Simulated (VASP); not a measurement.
Here is a VASP 6.6.1 calculation.

POSCAR

```
CdSe
1.0
    4.4258708104      0.0000000000      0.0000000000
   -2.2129354052      3.8329165557      0.0000000000
    0.0000000000      0.0000000000      7.2148889460
Cd Se
2 2
Direct
    0.3333333333      0.6666666667      0.0045109635
    0.6666666667      0.3333333333      0.5045109635
    0.3333333333      0.6666666667      0.3804890365
    0.6666666667      0.3333333333      0.8804890365
```

File INCAR.step1:

```
ALGO     = Normal         # electronic algorithm
EDIFF    = 1E-4           # SCF threshold, eV
ENCUT    = 520            # plane-wave cutoff, eV
GGA      = PE             # functional
ISMEAR   = 0              # smearing method
LASPH    = T              # aspherical terms in the spheres
LCHARG   = F              # write CHGCAR
LREAL    = F              # projectors in reciprocal space
LWAVE    = T              # write WAVECAR
NBANDS   = 26             # bands
NELM     = 80             # most SCF steps
PREC     = Accurate       # precision mode
SIGMA    = 0.02           # smearing width, eV
```

Contents of INCAR.step2:

```
ALGO     = Normal         # electronic algorithm
EDIFF    = 1E-6           # SCF threshold, eV
ENCUT    = 520            # plane-wave cutoff, eV
ISIF     = 2              # what is computed and relaxed
ISMEAR   = 0              # smearing method
ISTART   = 1            
LASPH    = T              # aspherical terms in the spheres
LCHARG   = T              # write CHGCAR
LELF     = T              # ELF
LMIXTAU  = T            
LREAL    = F              # projectors in reciprocal space
LVHAR    = T            
LWAVE    = F              # write WAVECAR
METAGGA  = R2SCAN         # meta-GGA
NBANDS   = 26             # bands
NELM     = 80             # most SCF steps
PREC     = Accurate       # precision mode
SIGMA    = 0.02           # smearing width, eV
```

KPOINTS

```
k-points
0
Gamma
  6 6 4
```

Potentials or basis: VASP PAW PBE potentials, release 64 (Cd, Se).

Launch:

```console
$ cat potpaw_PBE.64/Cd/POTCAR potpaw_PBE.64/Se/POTCAR > POTCAR
$ cp INCAR.step1 INCAR
$ mpirun -np 1 vasp_std > vasp.out
$ cp INCAR.step2 INCAR
$ mpirun -np 1 vasp_std > vasp.out
```

**Question.** Predict the band gap on the k mesh.

**Answer.** 0.95 eV.

**Question.** Predict the pressure.

**Answer.** -2.4 GPa.

Forces in eV/Å, atoms in the order of the input:
```
Cd   0.000  0.000 -0.003
Cd   0.000  0.000 -0.003
Se   0.000  0.000  0.003
Se   0.000  0.000  0.003
```

Caveat: the PAW data sets were made with another functional, which shifts forces and pressure a little.
